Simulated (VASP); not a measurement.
A run of VASP 6.6.1:

File INCAR:

```
SYSTEM = NaCl
  ALGO = Normal
  EDIFF = 1E-6
  ENCUT = 520
  GGA = PE
  ISIF = 2
  ISMEAR = 0
  IVDW = 12
  LASPH = .TRUE.
  LCHARG = .FALSE.
  LREAL = .FALSE.
  LWAVE = .FALSE.
  NBANDS = 22
  NELM = 80
  PREC = Accurate
  SIGMA = 0.1
```

File KPOINTS:

```
k-points
0
G
  6 6 2
  0 0 0
```

Contents of POSCAR:

```
NaCl
1.0
    3.4438928200      0.0000000000      0.0000000000
   -1.7219464100      2.9824986700      0.0000000000
    0.0000000000      0.0000000000      8.6136811700
Na Cl
2 2
Direct
    0.6666666700      0.3333333300      0.8528782300
    0.3333333300      0.6666666700      0.1471217700
    0.0000000000      0.0000000000      0.6724001600
    0.0000000000      0.0000000000      0.3275998400
```

Potentials or basis: VASP PAW PBE potentials, release 64 (Na_pv, Cl).

Launch:

```bash
$ cat potpaw_PBE.64/Na_pv/POTCAR potpaw_PBE.64/Cl/POTCAR > POTCAR
$ mpirun -np 1 vasp_std > vasp.out
```

Hardware: 1 thread of Intel(R) Xeon(R) Platinum 8375C CPU @ 2.90GHz (Ice Lake) (shared host).

**Question.** Estimate the wall time of this run.

**Answer.** Run time: 21 s on 1 thread of Intel(R) Xeon(R) Platinum 8375C CPU @ 2.90GHz (Ice Lake) (shared host), peak memory 0.21 GiB. Counts: scf iterations 14, k points 14.
